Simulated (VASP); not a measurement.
# FeGe (P6/mmm) in VASP: notebook, part 2 of 2

VASP 6.6.1. The steps go on from the part before.

### Step 3. Single point, LDA+U, collinear spin, ferromagnetic start

This run uses another cell than the first one, of 14.25 Å³/atom.

INCAR reads:

```
SYSTEM = FeGe
PREC = Accurate ; ENCUT = 520
EDIFF = 1E-7 ; ISMEAR = -1
SIGMA = 0.05 ; LREAL = .FALSE.
LASPH = .TRUE. ; NELM = 150
ALGO = Normal ; ISIF = 2
LWAVE = .FALSE. ; LCHARG = .TRUE.
ISPIN = 2 ; MAGMOM = 0 0 0 3 3 3
LORBIT = 11 ; LMAXMIX = 4
LDAU = .TRUE. ; LDAUTYPE = 2
LDAUL = -1 2 ; LDAUU = 0 3
LDAUJ = 0 0 ; LDAUPRINT = 1
LELF = .TRUE. ; LVHAR = .TRUE.
NBANDS = 46
```

KPOINTS reads:

```
Automatic mesh
0
G
  6 6 7
  0 0 0
```

POSCAR reads:

```
FeGe
1.0
    4.9339554883      0.0000000000      0.0000000000
   -2.4669777441      4.2729307940      0.0000000000
    0.0000000000      0.0000000000      4.0546264521
Ge Fe
3 3
Direct
    0.6666666667      0.3333333333      0.5000000000
    0.3333333333      0.6666666667      0.5000000000
    0.0000000000      0.0000000000      0.0000000000
    0.0000000000      0.5000000000      0.0000000000
    0.5000000000      0.5000000000      0.0000000000
    0.5000000000      0.0000000000      0.0000000000
```

Potentials or basis: VASP PAW LDA potentials, release 64 (Ge_d, Fe).

Launch:

```console
$ cat potpaw_LDA.64/Ge_d/POTCAR potpaw_LDA.64/Fe/POTCAR > POTCAR
$ mpirun -np 1 vasp_std > vasp.out
```

OUTCAR:

```text
SYSTEM = FeGe
   PREC = Accurate
   ENCUT = 520
   EDIFF = 1E-7
   ISMEAR = -1
   LREAL = .FALSE.
   LASPH = .TRUE.
   NELM = 150
   ISIF = 2
   ISPIN = 2
   LORBIT = 11

 ion  position               nearest neighbor table
   1  0.667  0.333  0.500-   6 2.48   6 2.48   4 2.48   4 2.48   5 2.48   5 2.48   2 2.85   2 2.85
                             2 2.85
   2  0.333  0.667  0.500-   6 2.48   6 2.48   4 2.48   4 2.48   5 2.48   5 2.48   1 2.85   1 2.85
                             1 2.85
   3  0.000  0.000  0.000-   4 2.47   4 2.47   6 2.47   6 2.47   5 2.47   5 2.47
   4  0.000  0.500  0.000-   3 2.47   3 2.47   5 2.47   5 2.47   6 2.47   6 2.47   2 2.48   2 2.48
                             1 2.48   1 2.48
   5  0.500  0.500  0.000-   6 2.47   6 2.47   4 2.47   4 2.47   3 2.47   3 2.47   2 2.48   2 2.48
                             1 2.48   1 2.48
   6  0.500  0.000  0.000-   5 2.47   5 2.47   3 2.47   3 2.47   4 2.47   4 2.47   2 2.48   2 2.48
                             1 2.48   1 2.48

  LATTYP: Found a hexagonal cell.
 ALAT       =     4.9339554883
 C/A-ratio  =     0.8217801036

  Lattice vectors:

 A1 = (   4.9339554883,   0.0000000000,   0.0000000000)
 A2 = (  -2.4669777441,   4.2729307940,   0.0000000000)
 A3 = (   0.0000000000,   0.0000000000,   4.0546264521)

Analysis of symmetry for initial positions (statically):
=====================================================================
 Subroutine PRICEL returns:
 Original cell was already a primitive cell.

 Routine SETGRP: Setting up the symmetry group for a
 hexagonal supercell.

 Subroutine GETGRP returns: Found 24 space group operations
 (whereof 24 operations were pure point group operations)
 out of a pool of 24 trial point group operations.

The static configuration has the point symmetry D_6h.

Analysis of symmetry for dynamics (positions and initial velocities):
=====================================================================
 Subroutine PRICEL returns:
 Original cell was already a primitive cell.

 Routine SETGRP: Setting up the symmetry group for a
 hexagonal supercell.

 Subroutine GETGRP returns: Found 24 space group operations
 (whereof 24 operations were pure point group operations)
 out of a pool of 24 trial point group operations.

The dynamic configuration has the point symmetry D_6h.

Analysis of structural, dynamic, and magnetic symmetry:
=====================================================================
 Subroutine PRICEL returns:
 Original cell was already a primitive cell.

 Routine SETGRP: Setting up the symmetry group for a
 hexagonal supercell.

 Subroutine GETGRP returns: Found 24 space group operations
 (whereof 24 operations were pure point group operations)
 out of a pool of 24 trial point group operations.

The overall configuration has the point symmetry D_6h.

 Subroutine INISYM returns: Found 24 space group operations
 (whereof 24 operations are pure point group operations),
[... 137 lines left out ...]
   LEPSILON=     F    determine dielectric tensor
   LRPA    =     F    only Hartree local field effects (RPA)
 spin polarized calculation
  energy-cutoff  :      520.00
  volume of cell :       85.48
 maximum number of plane-waves:      2319
 NGX is ok and might be reduce to    40
   NGX = 19   NGY = 19   NGZ = 15

atom =   4  type =  2  l = 2

 onsite density matrix

spin component  1
[... 83 lines left out ...]
  o =  0.2462  v =  0.0000  0.0000  0.0000  0.0000  0.0000 -0.0000  1.0000  0.0000 -0.0000  0.0000      0.0000  0.0000  0.0000  0.0000  0.0000  0.0000  0.0000  0.0000  0.0000  0.0000
  o =  0.2622  v =  0.0000  0.0000  0.0000  0.0000  0.0000  0.0000  0.0000  0.1677 -0.0000 -0.9858      0.0000  0.0000  0.0000  0.0000  0.0000  0.0000  0.0000  0.0000  0.0000  0.0000
  o =  0.3305  v =  0.0000  0.0000  0.0000  0.0000  0.0000  0.0000 -0.0000 -0.0000 -1.0000  0.0000      0.0000  0.0000  0.0000  0.0000  0.0000  0.0000  0.0000  0.0000  0.0000  0.0000
  o =  0.5814  v =  0.0000  0.0000  0.0000  0.0000  0.0000 -1.0000 -0.0000 -0.0000 -0.0000 -0.0000      0.0000  0.0000  0.0000  0.0000  0.0000  0.0000  0.0000  0.0000  0.0000  0.0000
  o =  0.6348  v =  0.0000  0.0000  0.0000  0.0000  0.0000 -0.0000 -0.0000  0.9858 -0.0000  0.1677      0.0000  0.0000  0.0000  0.0000  0.0000  0.0000  0.0000  0.0000  0.0000  0.0000
  o =  0.8506  v = -0.0000  0.0000 -0.9361 -0.0000  0.3517  0.0000  0.0000  0.0000  0.0000  0.0000      0.0000  0.0000  0.0000  0.0000  0.0000  0.0000  0.0000  0.0000  0.0000  0.0000
  o =  0.8873  v = -0.0000 -1.0000 -0.0000  0.0000  0.0000  0.0000  0.0000  0.0000  0.0000  0.0000      0.0000  0.0000  0.0000  0.0000  0.0000  0.0000  0.0000  0.0000  0.0000  0.0000
  o =  0.8880  v =  1.0000 -0.0000 -0.0000  0.0000  0.0000  0.0000  0.0000  0.0000  0.0000  0.0000      0.0000  0.0000  0.0000  0.0000  0.0000  0.0000  0.0000  0.0000  0.0000  0.0000
  o =  0.9060  v = -0.0000  0.0000  0.3517 -0.0000  0.9361  0.0000  0.0000  0.0000  0.0000  0.0000      0.0000  0.0000  0.0000  0.0000  0.0000  0.0000  0.0000  0.0000  0.0000  0.0000
  o =  0.9136  v =  0.0000 -0.0000 -0.0000 -1.0000 -0.0000  0.0000  0.0000  0.0000  0.0000  0.0000      0.0000  0.0000  0.0000  0.0000  0.0000  0.0000  0.0000  0.0000  0.0000  0.0000

 number of electron      65.9999972 magnetization       6.7236685

 Free energy of the ion-electron system (eV)
  ---------------------------------------------------
  ext. energy  EPLUGINS =         0.00000000
  ---------------------------------------------------
  free energy    TOTEN  =       -36.37004842 eV

  energy without entropy =      -36.34761513  energy(sigma->0) =      -36.35883178

 E-fermi :   6.9154     XC(G=0): -12.4322

 val. band max:        6.9127507099   @ k =   0.3333   0.3333   0.1429
 cond. band min:       6.9335425425   @ k =   0.1667   0.1667   0.4286
 fundamental gap:      0.0207918325
 Fermi energy:         6.9154069169

 spin component 1

 k-point     1 :       0.0000    0.0000    0.0000
  band No.  band energies     occupation
      1     -17.9677      1.00000
      2     -17.9677      1.00000
      3     -17.9510      1.00000
      4     -17.9205      1.00000
      5     -17.9205      1.00000
      6     -17.8914      1.00000
[... 2297 lines left out ...]
     44      15.1971      0.00000
     45      16.0848      0.00000

 [... further k-points ...]

 [bands above 45 left out]

------------------------ aborting loop because EDIFF is reached ----------------------------------------

  FORCE on cell =-STRESS in cart. coord.  units (eV):
  Direction    XX          YY          ZZ          XY          YZ          ZX
  --------------------------------------------------------------------------------------
  -------------------------------------------------------------------------------------
  Total       -0.8318700     -0.8318700     -0.5931094     -0.0000000     -0.0000000     -0.0000000
  in kB      -15.5917231    -15.5917231    -11.1166383     -0.0000000     -0.0000000     -0.0000000
  external PRESSURE =     -14.1000282 kB  Pullay stress =       0.0000000 kB

 VOLUME and BASIS-vectors are now :
 -----------------------------------------------------------------------------
  energy-cutoff  :      520.00
  volume of cell :       85.48
      direct lattice vectors                 reciprocal lattice vectors
     4.933955488  0.000000000  0.000000000     0.202677143  0.117015703  0.000000000
    -2.466977744  4.272930794  0.000000000     0.000000000  0.234031406  0.000000000
     0.000000000  0.000000000  4.054626452     0.000000000  0.000000000  0.246631844

 POSITION                                       TOTAL-FORCE (eV/Angst)
 -----------------------------------------------------------------------------------
      2.46698      1.42431      2.02731         0.000000     -0.000000     -0.000000
     -0.00000      2.84862      2.02731        -0.000000      0.000000      0.000000
      0.00000      0.00000      0.00000        -0.000000      0.000000      0.000000
     -1.23349      2.13647      0.00000        -0.000000      0.000000      0.000000
      1.23349      2.13647      0.00000         0.000000      0.000000      0.000000
      2.46698      0.00000      0.00000        -0.000000      0.000000      0.000000
 -----------------------------------------------------------------------------------
    total drift:                               -0.000000      0.000000     -0.000000

  FREE ENERGIE OF THE ION-ELECTRON SYSTEM (eV)
  ---------------------------------------------------
  free  energy   TOTEN  =       -36.3700484226 eV

  energy  without entropy=      -36.3476151338  energy(sigma->0) =      -36.35883178

 total charge

# of ion       s       p       d       tot
------------------------------------------
    1        1.148   1.212  10.075  12.435
    2        1.148   1.212  10.075  12.435
    3        1.173   1.182  10.049  12.404
    4        0.445   0.582   6.467   7.495
    5        0.445   0.582   6.467   7.495
    6        0.445   0.582   6.467   7.495
--------------------------------------------------
tot          4.805   5.353  49.600  59.758

 magnetization (x)

# of ion       s       p       d       tot
------------------------------------------
    1       -0.003  -0.075  -0.002  -0.080
    2       -0.003  -0.075  -0.002  -0.080
    3        0.006  -0.131   0.003  -0.121
    4       -0.002  -0.007   2.390   2.381
    5       -0.002  -0.007   2.390   2.381
    6       -0.002  -0.007   2.390   2.381
--------------------------------------------------
tot         -0.004  -0.303   7.168   6.862
```

Run time: 2.5 min. Hardware: 1 thread of Intel Xeon 6975P-C (Granite Rapids), shared host; peak memory 0.3 GiB.

Results:

* Free energy: -36.3700 eV
* Pressure: -1.4 GPa
* Net moment: 6.72 μB per cell
* Site moments: Ge -0.08, -0.12 (each value once); Fe +2.38 μB
* Valence electrons inside the program's atomic spheres: Ge 12.44, 12.40 (each value once); Fe 7.50

Levels at points of the mesh, in eV from the Fermi level:
Spin up:
| k point | band 34 | band 35 | band 36 | band 37 | band 38 | band 39 |
| --- | --- | --- | --- | --- | --- | --- |
| (0.00, 0.00, 0.00) | -2.65 | -1.21 | -1.16 | 0.36 | 0.36 | 2.87 |
| (0.50, 0.00, 0.00) | -0.69 | -0.04 | 0.62 | 0.99 | 1.33 | 2.61 |
Spin down:
```tsv
k point	band 27	band 28	band 29	band 30	band 31	band 32
(0.00, 0.00, 0.00)	-2.24	-0.82	-0.82	1.16	1.16	1.18
(0.50, 0.00, 0.00)	-1.70	-1.40	-0.17	0.34	0.38	0.87
```

Eigenvalues of the final occupation matrices:
| site | spin | trace | eigenvalues |
| --- | --- | --- | --- |
| site 4 d | 1 | 4.45 | 0.85 0.89 0.89 0.91 0.91 |
| site 4 d | 2 | 2.06 | 0.25 0.26 0.33 0.58 0.63 |
| site 5 d | 1 | 4.45 | 0.85 0.89 0.89 0.91 0.91 |
| site 5 d | 2 | 2.06 | 0.25 0.26 0.33 0.58 0.63 |
| site 6 d | 1 | 4.45 | 0.85 0.89 0.89 0.91 0.91 |
| site 6 d | 2 | 2.06 | 0.25 0.26 0.33 0.58 0.63 |

Caveat: the U is typed as a test and isn't derived for this compound. The state reached can hang on the start; a lower one may exist.
